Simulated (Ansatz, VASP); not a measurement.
**CsH: VASP beside Ansatz**

File POSCAR:

```
CsH
1.0
    3.8184085400      0.0000000000      0.0000000000
    0.0000000000      3.8184085400      0.0000000000
    0.0000000000      0.0000000000      3.8184085400
Cs H
1 1
Direct
    0.0000000000      0.0000000000      0.0000000000
    0.5000000000      0.5000000000      0.5000000000
```

File INCAR.step1:

```
SYSTEM = CsH
PREC = Accurate ; ENCUT = 520
ISMEAR = 0 ; SIGMA = 0.01
LREAL = .FALSE. ; LASPH = .TRUE.
NELM = 100 ; NBANDS = 12
GGA = PE ; ALGO = Normal
EDIFF = 1E-4 ; LWAVE = .TRUE.
LCHARG = .FALSE.
```

The input INCAR.step2:

```
SYSTEM = CsH
PREC = Accurate ; ENCUT = 520
EDIFF = 1E-6 ; ISMEAR = 0
SIGMA = 0.01 ; LREAL = .FALSE.
LASPH = .TRUE. ; NELM = 100
ALGO = Normal ; ISIF = 2
LWAVE = .FALSE. ; LCHARG = .FALSE.
METAGGA = R2SCAN ; LMIXTAU = .TRUE.
NBANDS = 12 ; ISTART = 1
```

File KPOINTS:

```
Automatic mesh
0
G
  6 6 6
  0 0 0
```

Input for Ansatz:

```yaml
crystal:
  lattice:
    - [3.81840854, 0.0, 0.0]
    - [0.0, 3.81840854, 0.0]
    - [0.0, 0.0, 3.81840854]
  atoms:
    - { symbol: Cs, position: [0.0, 0.0, 0.0] }
    - { symbol: H, position: [0.5, 0.5, 0.5] }
kpoints:
  mp_grid: { grid: [6, 6, 6] }
scf:
  occupations: { method: fixed }
hamiltonian:
  xc: r2scan
  pseudopotentials: { kind: paw }
output:
  eigenstates:
    kpoints:
      - [-0.5, -0.5, -0.5]
      - [-0.496961407, -0.5, -0.5]
      - [-0.493922814, -0.5, -0.5]
      - [-0.487845628, -0.5, -0.5]
      - [-0.5, -0.496961407, -0.5]
      - [-0.5, -0.493922814, -0.5]
      - [-0.5, -0.487845628, -0.5]
      - [-0.5, -0.5, -0.496961407]
      - [-0.5, -0.5, -0.493922814]
      - [-0.5, -0.5, -0.487845628]
      - [-0.49785139, -0.49785139, -0.5]
      - [-0.495702781, -0.495702781, -0.5]
      - [-0.491405561, -0.491405561, -0.5]
      - [-0.498245668, -0.498245668, -0.498245668]
      - [-0.496491335, -0.496491335, -0.496491335]
      - [-0.49298267, -0.49298267, -0.49298267]
      - [-0.4987595, -0.4987595, -0.502481001]
      - [-0.497518999, -0.497518999, -0.504962002]
      - [-0.495037998, -0.495037998, -0.509924003]
      - [0.0, 0.0, -0.5]
      - [0.003038593, 0.0, -0.5]
      - [0.006077186, 0.0, -0.5]
      - [0.012154372, 0.0, -0.5]
      - [0.0, 0.003038593, -0.5]
      - [0.0, 0.006077186, -0.5]
      - [0.0, 0.012154372, -0.5]
      - [0.0, 0.0, -0.496961407]
      - [0.0, 0.0, -0.493922814]
      - [0.0, 0.0, -0.487845628]
      - [0.00214861, 0.00214861, -0.5]
      - [0.004297219, 0.004297219, -0.5]
      - [0.008594439, 0.008594439, -0.5]
      - [0.00214861, 0.0, -0.49785139]
      - [0.004297219, 0.0, -0.495702781]
      - [0.008594439, 0.0, -0.491405561]
      - [0.001754332, 0.001754332, -0.498245668]
      - [0.003508665, 0.003508665, -0.496491335]
      - [0.00701733, 0.00701733, -0.49298267]
      - [0.0012405, 0.0012405, -0.502481001]
      - [0.002481001, 0.002481001, -0.504962002]
      - [0.004962002, 0.004962002, -0.509924003]
      - [0.0, 0.0, 0.0]
      - [0.003038593, 0.0, 0.0]
      - [0.006077186, 0.0, 0.0]
      - [0.012154372, 0.0, 0.0]
      - [0.0, 0.003038593, 0.0]
      - [0.0, 0.006077186, 0.0]
      - [0.0, 0.012154372, 0.0]
      - [0.0, 0.0, 0.003038593]
      - [0.0, 0.0, 0.006077186]
      - [0.0, 0.0, 0.012154372]
      - [0.00214861, 0.00214861, 0.0]
      - [0.004297219, 0.004297219, 0.0]
      - [0.008594439, 0.008594439, 0.0]
      - [0.001754332, 0.001754332, 0.001754332]
      - [0.003508665, 0.003508665, 0.003508665]
      - [0.00701733, 0.00701733, 0.00701733]
      - [0.0012405, 0.0012405, -0.002481001]
      - [0.002481001, 0.002481001, -0.004962002]
      - [0.004962002, 0.004962002, -0.009924003]
      - [-0.5, -0.5, -0.5]
      - [-0.496961407, -0.5, -0.5]
      - [-0.493922814, -0.5, -0.5]
      - [-0.487845628, -0.5, -0.5]
      - [-0.5, -0.496961407, -0.5]
      - [-0.5, -0.493922814, -0.5]
      - [-0.5, -0.487845628, -0.5]
      - [-0.5, -0.5, -0.496961407]
      - [-0.5, -0.5, -0.493922814]
      - [-0.5, -0.5, -0.487845628]
      - [-0.49785139, -0.49785139, -0.5]
      - [-0.495702781, -0.495702781, -0.5]
      - [-0.491405561, -0.491405561, -0.5]
      - [-0.498245668, -0.498245668, -0.498245668]
      - [-0.496491335, -0.496491335, -0.496491335]
      - [-0.49298267, -0.49298267, -0.49298267]
      - [-0.4987595, -0.4987595, -0.502481001]
      - [-0.497518999, -0.497518999, -0.504962002]
      - [-0.495037998, -0.495037998, -0.509924003]
      - [0.0, 0.0, -0.5]
      - [0.003038593, 0.0, -0.5]
      - [0.006077186, 0.0, -0.5]
      - [0.012154372, 0.0, -0.5]
      - [0.0, 0.003038593, -0.5]
      - [0.0, 0.006077186, -0.5]
      - [0.0, 0.012154372, -0.5]
      - [0.0, 0.0, -0.496961407]
      - [0.0, 0.0, -0.493922814]
      - [0.0, 0.0, -0.487845628]
      - [0.00214861, 0.00214861, -0.5]
      - [0.004297219, 0.004297219, -0.5]
      - [0.008594439, 0.008594439, -0.5]
      - [0.00214861, 0.0, -0.49785139]
      - [0.004297219, 0.0, -0.495702781]
      - [0.008594439, 0.0, -0.491405561]
      - [0.001754332, 0.001754332, -0.498245668]
      - [0.003508665, 0.003508665, -0.496491335]
      - [0.00701733, 0.00701733, -0.49298267]
      - [0.0012405, 0.0012405, -0.502481001]
      - [0.002481001, 0.002481001, -0.504962002]
      - [0.004962002, 0.004962002, -0.509924003]
    de_dk: true
    e_range: [-3, 6.183392889507]
checkpoint:
  read: ck
```

Alike in both runs: task single point; functional r2SCAN; k mesh 6 × 6 × 6; no spin polarisation.

|  | VASP | Ansatz |
| --- | --- | --- |
| version | VASP 6.6.1 | Ansatz 0.2.0 |
| potentials or method | VASP PAW PBE potentials, release 64 (Cs_sv, H) | PAW with Ansatz's default frozen-core files, scalar-relativistic |
| plane-wave cutoff (eV) | 520 | 500 |
| occupations | gaussian, width 0.01 eV | fixed |
| valence electrons in the cell | 10 | 10 |

```tsv
	VASP	Ansatz	Ansatz less VASP
gap on the k mesh at the Fermi level (eV)	3.15	3.18	+0.033
```

VASP's potentials were made for PBE, not for r2SCAN.

Neither program's run includes spin-orbit coupling.
